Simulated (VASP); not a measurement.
# Ru (Fm-3m) in VASP: notebook

Ru is run at these levels: PBE; tasks: single point, relaxation of cell and atoms.

All numbers are computed with VASP 6.6.1; they aren't measurements. Logs are shortened: lines on timing, memory, paths and dates and some standing lists are left out, and cuts for length are marked.

## (1) The cell of the first run

Symmetry: Fm-3m, No. 225, cubic system. Conventional cell: a = 3.812 Å, b = 3.812 Å, c = 3.812 Å, α = 90.00°, β = 90.00°, γ = 90.00°. Within 3.6 Å of Ru (site symmetry m-3m) lie 12 Ru at 2.70 Å.

## (2) Single point, PBE

INCAR reads:

```
SYSTEM = Ru
PREC     = Accurate       ! precision mode
ENCUT    = 520            ! plane-wave cutoff, eV
EDIFF    = 1E-6           ! SCF threshold, eV
ISMEAR   = -1             ! smearing method
SIGMA    = 0.1            ! smearing width, eV
LREAL    = .FALSE.        ! projectors in reciprocal space
LASPH    = .TRUE.         ! aspherical terms in the spheres
NELM     = 60             ! most SCF steps
ALGO     = Normal         ! electronic algorithm
ISIF     = 2              ! what is computed and relaxed
LWAVE    = .FALSE.        ! write WAVECAR
LCHARG   = .TRUE.         ! write CHGCAR
GGA      = PE             ! functional
LELF     = .TRUE.         ! ELF
LVHAR    = .TRUE.       
NBANDS   = 13             ! bands
```

KPOINTS reads:

```
Automatic mesh
0
G
  14 14 14
  0 0 0
```

POSCAR reads:

```
Ru
1.0
    0.0000000000      1.9061401940      1.9061401940
    1.9061401940      0.0000000000      1.9061401940
    1.9061401940      1.9061401940      0.0000000000
Ru
1
Direct
    0.0000000000      0.0000000000      0.0000000000
```

Potentials or basis: VASP PAW PBE potentials, release 64 (Ru_pv).

Run with:

```console
$ cat potpaw_PBE.64/Ru_pv/POTCAR > POTCAR
$ mpirun -np 1 vasp_std > vasp.out
```

OUTCAR:

```text
SYSTEM = Ru
   PREC = Accurate
   ENCUT = 520
   EDIFF = 1E-6
   ISMEAR = -1
   LREAL = .FALSE.
   LASPH = .TRUE.
   NELM = 60
   ISIF = 2
   GGA = PE

 ion  position               nearest neighbor table
   1  0.000  0.000  0.000-

  LATTYP: Found a face centered cubic cell.
 ALAT       =     3.8122803880

  Lattice vectors:

 A1 = (   0.0000000000,   1.9061401940,   1.9061401940)
 A2 = (   1.9061401940,   0.0000000000,   1.9061401940)
 A3 = (   1.9061401940,   1.9061401940,   0.0000000000)

Analysis of symmetry for initial positions (statically):
=====================================================================
 Subroutine PRICEL returns:
 Original cell was already a primitive cell.

 Routine SETGRP: Setting up the symmetry group for a
 face centered cubic supercell.

 Subroutine GETGRP returns: Found 48 space group operations
 (whereof 48 operations were pure point group operations)
 out of a pool of 48 trial point group operations.

The static configuration has the point symmetry O_h .

Analysis of symmetry for dynamics (positions and initial velocities):
=====================================================================
 Subroutine PRICEL returns:
 Original cell was already a primitive cell.

 Routine SETGRP: Setting up the symmetry group for a
 face centered cubic supercell.

 Subroutine GETGRP returns: Found 48 space group operations
 (whereof 48 operations were pure point group operations)
 out of a pool of 48 trial point group operations.

The dynamic configuration has the point symmetry O_h .

 Subroutine INISYM returns: Found 48 space group operations
 (whereof 48 operations are pure point group operations),
 and found     1 'primitive' translations

----------------------------------------------------------------------------------------

                                     Primitive cell

  volume of cell :      13.8514

  direct lattice vectors                    reciprocal lattice vectors
     0.000000000  1.906140194  1.906140194    -0.262310192  0.262310192  0.262310192
     1.906140194  0.000000000  1.906140194     0.262310192 -0.262310192  0.262310192
     1.906140194  1.906140194  0.000000000     0.262310192  0.262310192 -0.262310192

  length of vectors
     2.695689314  2.695689314  2.695689314     0.454334580  0.454334580  0.454334580

  position of ions in fractional coordinates (direct lattice)
     0.000000000  0.000000000  0.000000000

  ion indices of the primitive-cell ions
   primitive index   ion index
                 1           1

----------------------------------------------------------------------------------------

 KPOINTS: Automatic mesh

Automatic generation of k-mesh.
 Grid dimensions read from file:
 generate k-points for:   14   14   14

 Generating k-lattice:

  Cartesian coordinates                     Fractional coordinates (reciprocal lattice)
    -0.018736442  0.018736442  0.018736442     0.071428571  0.000000000  0.000000000
     0.018736442 -0.018736442  0.018736442     0.000000000  0.071428571  0.000000000
     0.018736442  0.018736442 -0.018736442     0.000000000  0.000000000  0.071428571

  Length of vectors
     0.032452470  0.032452470  0.032452470

  Shift w.r.t. Gamma in fractional coordinates (k-lattice)
     0.000000000  0.000000000  0.000000000

 Subroutine IBZKPT returns following result:
 ===========================================

 Found    104 irreducible k-points:

 Following reciprocal coordinates:
            Coordinates               Weight
  0.000000  0.000000  0.000000      1.000000
  0.071429  0.000000  0.000000      8.000000
  0.142857  0.000000  0.000000      8.000000
  0.214286  0.000000  0.000000      8.000000
  0.285714  0.000000  0.000000      8.000000
  0.357143  0.000000  0.000000      8.000000
[... 16 lines left out ...]
  0.214286  0.142857  0.000000     24.000000
  0.285714  0.142857  0.000000     24.000000
 [... further k-points ...]
   k-points           NKPTS =    104   k-points in BZ     NKDIM =    104   number of bands    NBANDS=     13
   number of dos      NEDOS =    301   number of ions     NIONS =      1
   total plane-waves  NPLWV =   8000
   dimension x,y,z NGX =    20 NGY =   20 NGZ =   20
   dimension x,y,z NGXF=    40 NGYF=   40 NGZF=   40
   ions per type =               1
   NGX,Y,Z   is equivalent  to a cutoff of  12.33, 12.33, 12.33 a.u.
   NGXF,Y,Z  is equivalent  to a cutoff of  24.67, 24.67, 24.67 a.u.
 SYSTEM =  Ru
   PREC   = accura    normal or accurate (medium, high low for compatibility)
   ISTART =      0    job   : 0-new  1-cont  2-samecut
   ICHARG =      2    charge: 1-file 2-atom 10-const
   ISPIN  =      1    spin polarized calculation?
   LNONCOLLINEAR =      F non collinear calculations
   LSORBIT =      F    spin-orbit coupling
   LASPH  =      T    aspherical Exc in radial PAW
   ENCUT  =  520.0 eV  38.22 Ry    6.18 a.u.   5.01  5.01  5.01*2*pi/ulx,y,z
   NELM   =     60;   NELMIN=  2; NELMDL= -5     # of ELM steps
   EDIFF  = 0.1E-05   stopping-criterion for ELM
   LREAL  =      F    real-space projection
   EDIFFG = 0.1E-04   stopping-criterion for IOM
   NSW    =      0    number of steps for IOM
   IBRION =     -1    ionic relax: 0-MD 1-quasi-New 2-CG
   NFREE  =      0    steps in history (QN), initial steepest desc. (CG)
   ISIF   =      2    stress and relaxation
   ISYM   =      2    0-nonsym 1-usesym 2-fastsym
   POTIM  = 0.5000    time-step for ionic-motion
   TEBEG  =    0.0;   TEEND  =   0.0 temperature during run
   PSTRESS=    0.0 pullay stress
   NELECT =      14.0000    total number of electrons
   NUPDOWN=      -1.0000    fix difference up-down
   EMIN   =  10.00;   EMAX   =-10.00  energy-range for DOS
   EFERMI =   0.00;   METHOD = LEGACY
   ISMEAR =    -1;   SIGMA  =   0.10  broadening in eV -4-tet -1-fermi 0-gaus
   EFERMI_NEDOS =   21; number of points for ismear=-14 and -15
   IALGO  =     38    algorithm
   IMIX   =      4    mixing-type and parameters
     AMIX     =   0.40;   BMIX     =  1.00
     AMIX_MAG =   1.60;   BMIX_MAG =  1.00
  volume/ion in A,a.u.               =      13.85        93.47
  Fermi-wavevector in a.u.,A,eV,Ry     =   1.642931  3.104690 36.725151  2.699222
  Thomas-Fermi vector in A             =   2.733151
   LORBIT       =      0    0 simple, 1 ext, 2 COOP (PROOUT), +10 PAW based schemes
   GGA     = PE    functional components
   LHFCALC =     F    Hartree Fock is set to
   AEXX    =    0.0000 exact exchange contribution
   IVDW    =     0    specifies the selected vdW correction
   LEPSILON=     F    determine dielectric tensor
   LRPA    =     F    only Hartree local field effects (RPA)
 non-spin polarized calculation
  energy-cutoff  :      520.00
  volume of cell :       13.85
 maximum number of plane-waves:       388
   NGX =  9   NGY =  9   NGZ =  9

 number of electron      14.0000002 magnetization

 Free energy of the ion-electron system (eV)
  ---------------------------------------------------
  ext. energy  EPLUGINS =         0.00000000
  ---------------------------------------------------
  free energy    TOTEN  =        -9.13601332 eV

  energy without entropy =       -9.09392377  energy(sigma->0) =       -9.11496854

 E-fermi :  12.3720     XC(G=0): -13.9940

 val. band max:       12.3456808730   @ k =   0.0714   0.0714   0.0000
 cond. band min:      12.3729671301   @ k =   0.3571   0.2143   0.0714
 fundamental gap:      0.0272862572
 Fermi energy:        12.3719771590

 k-point     1 :       0.0000    0.0000    0.0000
  band No.  band energies     occupation
      1     -30.0266      2.00000
      2     -30.0266      2.00000
      3     -30.0266      2.00000
      4       4.6069      2.00000
      5       9.8942      2.00000
      6       9.8942      2.00000
      7       9.8942      2.00000
      8      12.2683      1.47658
      9      12.2683      1.47658
     10      22.9639      0.00000
     11      27.4674      0.00000
     12      33.0968      0.00000
     13      33.0968      0.00000

 k-point     2 :       0.0714    0.0000    0.0000
  band No.  band energies     occupation
      1     -30.0784      2.00000
      2     -30.0334      2.00000
      3     -30.0334      2.00000
      4       4.8198      2.00000
      5       9.7855      2.00000
      6       9.9823      2.00000
      7       9.9823      2.00000
      8      12.2132      1.66070
      9      12.2132      1.66070
     10      22.9639      0.00000
     11      27.8189      0.00000
     12      32.0896      0.00000
     13      33.4410      0.00000

 k-point     3 :       0.1429    0.0000    0.0000
  band No.  band energies     occupation
      1     -30.2222      2.00000
      2     -30.0523      2.00000
      3     -30.0523      2.00000
      4       5.4055      2.00000
      5       9.5500      2.00000
      6      10.1859      2.00000
      7      10.1859      2.00000
      8      12.1270      1.84114
      9      12.1270      1.84114
     10      22.9638      0.00000
     11      28.7074      0.00000
     12      30.2562      0.00000
     13      34.4256      0.00000
[... 305 lines left out ...]
 k-point    23 :       0.2143    0.1429    0.0000
  band No.  band energies     occupation
      1     -30.3486      2.00000
      2     -30.1301      2.00000
      3     -30.1219      2.00000
      4       6.2777      2.00000
      5       8.8102      2.00000
      6      10.6157      2.00000
      7      10.7978      2.00000
      8      11.4540      1.99979
      9      12.7401      0.04913
     10      22.9638      0.00000
     11      30.1753      0.00000
     12      30.2097      0.00000
     13      33.3451      0.00000

 k-point    24 :       0.2857    0.1429    0.0000
  band No.  band energies     occupation
      1     -30.5303      2.00000
      2     -30.1640      2.00000
      3     -30.1535      2.00000
      4       6.9267      2.00000
      5       8.7060      2.00000
      6      10.2318      2.00000
      7      10.9020      2.00000
      8      12.2590      1.51165
      9      13.0948      0.00145
     10      22.9637      0.00000
     11      28.4798      0.00000
     12      30.6165      0.00000
     13      33.3175      0.00000

 [... further k-points ...]
[... 5 lines left out ...]
  --------------------------------------------------------------------------------------
  -------------------------------------------------------------------------------------
  Total       -0.0084953     -0.0084953     -0.0084953      0.0000000      0.0000000      0.0000000
  in kB       -0.9826360     -0.9826360     -0.9826360      0.0000000      0.0000000      0.0000000
  external PRESSURE =      -0.9826360 kB  Pullay stress =       0.0000000 kB

 VOLUME and BASIS-vectors are now :
 -----------------------------------------------------------------------------
  energy-cutoff  :      520.00
  volume of cell :       13.85
      direct lattice vectors                 reciprocal lattice vectors
     0.000000000  1.906140194  1.906140194    -0.262310192  0.262310192  0.262310192
     1.906140194  0.000000000  1.906140194     0.262310192 -0.262310192  0.262310192
     1.906140194  1.906140194  0.000000000     0.262310192  0.262310192 -0.262310192

 POSITION                                       TOTAL-FORCE (eV/Angst)
 -----------------------------------------------------------------------------------
      0.00000      0.00000      0.00000         0.000000      0.000000      0.000000
 -----------------------------------------------------------------------------------
    total drift:                               -0.000000     -0.000000     -0.000000

  FREE ENERGIE OF THE ION-ELECTRON SYSTEM (eV)
  ---------------------------------------------------
  free  energy   TOTEN  =        -9.1360133171 eV

  energy  without entropy=       -9.0939237722  energy(sigma->0) =       -9.11496854
```

It took 8.9 s on 1 thread of AMD EPYC 9R45 (Zen 5), shared host; peak memory 0.11 GiB.

What came out:

| Quantity | Value |
| --- | --- |
| Free energy | -9.1360 eV |
| Pressure | -0.1 GPa |
| Band gap on the k mesh | zero (band 7 reaches 14.58 eV, above the bottom of band 8 at 11.25 eV) |

## (3) Relaxation of cell and atoms, PBE

This run uses another cell than the first one, of 13.55 Å³/atom, 0.979 times its volume.

INCAR reads:

```
SYSTEM = Ru
PREC = Accurate ; ENCUT = 600
EDIFF = 1E-6 ; ISMEAR = -1
SIGMA = 0.1 ; LREAL = .False.
LASPH = .True. ; NELM = 80
ALGO = Normal ; ISIF = 3
LWAVE = .False. ; LCHARG = .False.
GGA = PE ; IBRION = 2
NSW = 80 ; EDIFFG = -0.01
```

KPOINTS reads:

```
Automatic mesh
0
Gamma
  14 14 14
  0 0 0
```

POSCAR reads:

```
Ru
1.0
    0.0000000000      1.8924348942      1.8924348942
    1.8924348942      0.0000000000      1.8924348942
    1.8924348942      1.8924348942      0.0000000000
Ru
1
Direct
    0.0000000000      0.0000000000      0.0000000000
```

Potentials or basis: VASP PAW PBE potentials, release 64 (Ru_pv).

Run with:

```console
$ cat potpaw_PBE.64/Ru_pv/POTCAR > POTCAR
$ mpirun -np 1 vasp_std > vasp.out
```

Wall time 29 s (1 thread of AMD EPYC 9R45 (Zen 5), shared host); peak memory 0.13 GiB.

The run converged. Its results:

```
Free energy                            : -9.1359 eV
Relaxed volume                         : 13.85 Å³/atom
Relaxed cell                           : a = 2.695 Å, b = 2.695 Å, c = 2.695 Å, α = 60.00°, β = 60.00°, γ = 60.00°
Space group after relaxing (to 0.05 Å) : Fm-3m (No. 225)
Energy gained by relaxing              : 6.0 meV/atom
Ionic steps                            : 4
Pressure after relaxing                : -0.1 GPa
Band gap on the k mesh                 : zero (band 7 reaches 14.59 eV, above the bottom of band 8 at 11.26 eV)
```

Step by step:
```
step  energy change (eV)  largest force (eV/Å)  pressure (GPa)  volume (Å³)
   1              0.0000                0.0000            6.83        13.55
   2              0.0409                0.0000          -16.17        14.72
   3             -0.0060                0.0000           -0.14        13.85
   4             -0.0060                0.0000           -0.07        13.85
```

Final structure:
```
Ru
1.0
     0.00000    1.90590    1.90590
     1.90590    0.00000    1.90590
     1.90590    1.90590    0.00000
Ru
1
Direct
  0.00000 0.00000 0.00000
```

Levels at points of the mesh, in eV from the Fermi level:
```tsv
k point	band 3	band 4	band 5	band 6	band 7	band 8	band 9	band 10	band 11
(0.00, 0.00, 0.00)	-42.40	-7.77	-2.48	-2.48	-2.48	-0.10	-0.10	10.59	15.10
(0.50, 0.00, 0.00)	-42.53	-5.90	-2.60	-2.60	1.04	1.71	1.71	9.87	10.60
(0.50, 0.50, 0.00)	-42.76	-6.19	-5.72	1.67	2.21	2.21	3.63	10.59	13.48
```

## (4) Single point, PBE (volume scaled by 0.88)

INCAR reads:

```
ALGO = Normal
EDIFF = 1E-7
ENCUT = 520
GGA = PE
ISIF = 2
ISMEAR = -1
LASPH = True
LCHARG = False
LREAL = False
LWAVE = False
NBANDS = 13
NELM = 60
PREC = Accurate
SIGMA = 0.1
```

KPOINTS reads:

```
k-points
0
Gamma
  23 23 23
```

POSCAR reads:

```
Ru
1.0
    0.0000000000      1.8266235951      1.8266235951
    1.8266235951      0.0000000000      1.8266235951
    1.8266235951      1.8266235951      0.0000000000
Ru
1
Direct
    0.0000000000      0.0000000000      0.0000000000
```

Run with:

```console
$ cat potpaw_PBE.64/Ru_pv/POTCAR > POTCAR
$ mpirun -np 1 vasp_std > vasp.out
```

Wall time 28 s (1 thread of AMD EPYC 9R45 (Zen 5), shared host); peak memory 0.14 GiB.

The run converged. Its results:

| Item | Value |
| --- | --- |
| Free energy | -8.8971 eV |
| Pressure | 52.9 GPa |
| Band gap on the k mesh | zero (band 7 reaches 17.47 eV, above the bottom of band 8 at 13.34 eV) |

Levels at points of the mesh, in eV from the Fermi level:
| k point | band 4 | band 5 | band 6 | band 7 | band 8 | band 9 | band 10 | band 11 |
| --- | --- | --- | --- | --- | --- | --- | --- | --- |
| (0.00, 0.00, 0.00) | -8.54 | -3.04 | -3.04 | -3.04 | -0.15 | -0.15 | 10.43 | 14.91 |

Caveat: the cell differs from its parent crystal (volume scaled by 0.88).

## (5) Single point, PBE (volume scaled by 0.92)

INCAR reads:

```
SYSTEM = Ru
PREC = Accurate ; ENCUT = 520
EDIFF = 1E-6 ; ISMEAR = -1
SIGMA = 0.1 ; LREAL = .False.
LASPH = .True. ; NELM = 100
ALGO = Normal ; ISIF = 2
LWAVE = .False. ; LCHARG = .True.
GGA = PE ; LELF = .True.
LVHAR = .True. ; NBANDS = 13
```

KPOINTS reads:

```
regular mesh
0
Gamma
  23 23 23
  0 0 0
```

POSCAR reads:

```
Ru
1.0
    0.0000000000      1.8538906539      1.8538906539
    1.8538906539      0.0000000000      1.8538906539
    1.8538906539      1.8538906539      0.0000000000
Ru
1
Direct
    0.0000000000      0.0000000000      0.0000000000
```

Run with:

```console
$ cat potpaw_PBE.64/Ru_pv/POTCAR > POTCAR
$ mpirun -np 1 vasp_std > vasp.out
```

It took 27 s on 1 thread of AMD EPYC 9R45 (Zen 5), shared host; peak memory 0.14 GiB.

The run converged. Its results:

- Free energy: -9.0409 eV
- Pressure: 30.9 GPa
- Band gap on the k mesh: zero (band 7 reaches 16.41 eV, above the bottom of band 8 at 12.57 eV)

Levels at points of the mesh, in eV from the Fermi level:
| k point | band 3 | band 4 | band 5 | band 6 | band 7 | band 8 | band 9 | band 10 | band 11 | band 12 |
| --- | --- | --- | --- | --- | --- | --- | --- | --- | --- | --- |
| (0.00, 0.00, 0.00) | -42.44 | -8.28 | -2.85 | -2.85 | -2.85 | -0.14 | -0.14 | 10.47 | 14.98 | 21.09 |

Caveat: the cell differs from its parent crystal (volume scaled by 0.92).

## (6) The runs side by side

```tsv
task	cell	k mesh	cutoff (eV)	gap on the mesh (eV)	pressure (GPa)
single point	a = 2.696 Å, angles 60.0°, 1 atom	14 × 14 × 14	520	none	-0.1
relaxation of cell and atoms	relaxed from a = 2.676 Å, angles 60.0°, 1 atom	14 × 14 × 14	600	none	-0.1
single point	a = 2.583 Å, angles 60.0°, 1 atom	23 × 23 × 23	520	none	52.9
single point	a = 2.622 Å, angles 60.0°, 1 atom	23 × 23 × 23	520	none	30.9
```

Alike in all rows: level PBE; potentials or basis VASP PAW PBE potentials, release 64 (Ru_pv); no spin polarisation; smearing fermi-dirac 0.1 eV.

Absolute energies hang on the potentials; compare differences alone.
